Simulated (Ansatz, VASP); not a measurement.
# Tc in VASP and in Ansatz

```
Tc
1.0
     0.00000    1.95000    1.95000
     1.95000    0.00000    1.95000
     1.95000    1.95000    0.00000
Tc
1
Direct
  0.00000 0.00000 0.00000
```

Alike in both runs: task relaxation of cell and atoms; functional r2SCAN; dispersion D4; k mesh 12 × 12 × 12; occupations fermi-dirac, width 0.05 eV; no spin polarisation.

|  | VASP | Ansatz |
| --- | --- | --- |
| version | VASP 6.6.1 | Ansatz 0.2.0 |
| potentials or method | VASP PAW PBE potentials, release 64 (Tc_pv) | Ansatz PAW earlier set |
| plane-wave cutoff (eV) | 600 | 500 |
| valence electrons in the cell | 13 | 15 |

|  | VASP | Ansatz | Ansatz less VASP |
| --- | --- | --- | --- |
| gap on the k mesh at the Fermi level, each at its own relaxed structure (eV) | none | none | - |
| relaxed volume (Å³/atom) | 14.23 | 14.19 | -0.039 |
| relaxed cell length with the largest relative difference (Å) | 2.720 | 2.718 | -0.0025 |

VASP's potentials were made for PBE, not for r2SCAN. A gap of «none» marks a metal or a gap that the smearing closes. VASP's potentials hold 13 valence electrons a cell and Ansatz's 15, so a difference there can come from the potentials and not from the codes.

Noted on Ansatz's run: the plane-wave basis is chosen anew once the cell has moved, so the energies of steps on either side of that aren't comparable.
